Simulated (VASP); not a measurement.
Input of a VASP 6.6.1 run:

INCAR

```
ALGO     = Fast           # electronic algorithm
EDIFF    = 1E-7           # SCF threshold, eV
ENCUT    = 520            # plane-wave cutoff, eV
GGA      = CA             # functional
ISIF     = 2              # what is computed and relaxed
ISMEAR   = 0              # smearing method
LASPH    = True           # aspherical terms in the spheres
LCHARG   = True           # write CHGCAR
LELF     = True           # ELF
LREAL    = False          # projectors in reciprocal space
LVHAR    = True         
LWAVE    = False          # write WAVECAR
NBANDS   = 13             # bands
NELM     = 100            # most SCF steps
PREC     = Accurate       # precision mode
SIGMA    = 0.15           # smearing width, eV
```

KPOINTS

```
k-points
0
Gamma
  22 22 22
```

POSCAR

```
W
1.0
   -2.2826436158      1.6888981255      1.6888981255
    1.6888981255     -2.2826436158      1.6888981255
    1.6888981255      1.6888981255     -2.2826436158
W
1
Direct
    0.0000000000      0.0000000000      0.0000000000
```

Potentials or basis: VASP PAW LDA potentials, release 64 (W_sv).

Run with:

```bash
$ cat potpaw_LDA.64/W_sv/POTCAR > POTCAR
$ mpirun -np 1 vasp_std > vasp.out
```

Predict the pressure.

116.3 GPa.

Estimate the band gap on the k mesh.

zero (bands 7 and 8 overlap by 6.01 eV).

Stress tensor (GPa, compression positive):
```
116.28 149.45 149.45
149.45 116.28 149.45
149.45 149.45 116.28
```

Caveat: atoms lie so close that the PAW spheres overlap strongly, which falsifies energies and pressures; the cell stands under pressure; spin-orbit coupling is left out, which moves the levels of the heavy elements.
